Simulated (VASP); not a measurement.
A run of VASP 6.6.1 is set up as follows.

Contents of INCAR:

```
  PREC = Accurate
  ENCUT = 600
  EDIFF = 1E-6
  ISMEAR = 0
  SIGMA = 0.1
  LREAL = False
  LASPH = True
  NELM = 80
  ALGO = Normal
  ISIF = 3
  LWAVE = False
  LCHARG = False
  GGA = PE
  IBRION = 2
  NSW = 100
  EDIFFG = -0.01
```

KPOINTS

```
regular mesh
0
Gamma
  8 8 8
```

File POSCAR:

```
NaSb2
1.0
   -3.5973223110      3.5973223110      2.9944152544
    3.5973223110     -3.5973223110      2.9944152544
    3.5973223110      3.5973223110     -2.9944152544
Na Sb
2 4
Direct
    0.2500000000      0.2500000000      0.0000000000
    0.7500000000      0.7500000000      0.0000000000
    0.6670000000      0.1670000000      0.8340000000
    0.1670000000      0.3330000000      0.5000000000
    0.3330000000      0.8330000000      0.1660000000
    0.8330000000      0.6670000000      0.5000000000
```

Potentials or basis: VASP PAW PBE potentials, release 64 (Na_pv, Sb).

The run is started by

```sh
$ cat potpaw_PBE.64/Na_pv/POTCAR potpaw_PBE.64/Sb/POTCAR > POTCAR
$ mpirun -np 1 vasp_std > vasp.out
```

Task: Predict the band gap on the k mesh.

Result: Zero (bands 17 and 18 overlap by 1.99 eV).

Task: Estimate the relaxed cell.

Result: a = 6.154 Å, b = 6.154 Å, c = 6.154 Å, α = 102.60°, β = 102.60°, γ = 124.31°.

Forces in eV/Å, atoms in the order of the input:
```
Na   0.000  0.000  0.000
Na   0.000  0.000  0.000
Sb  -0.005 -0.005  0.000
Sb   0.005 -0.005  0.000
Sb   0.005  0.005  0.000
Sb  -0.005  0.005  0.000
```

Caveat: spin-orbit coupling is left out, which moves the levels of the heavy elements.
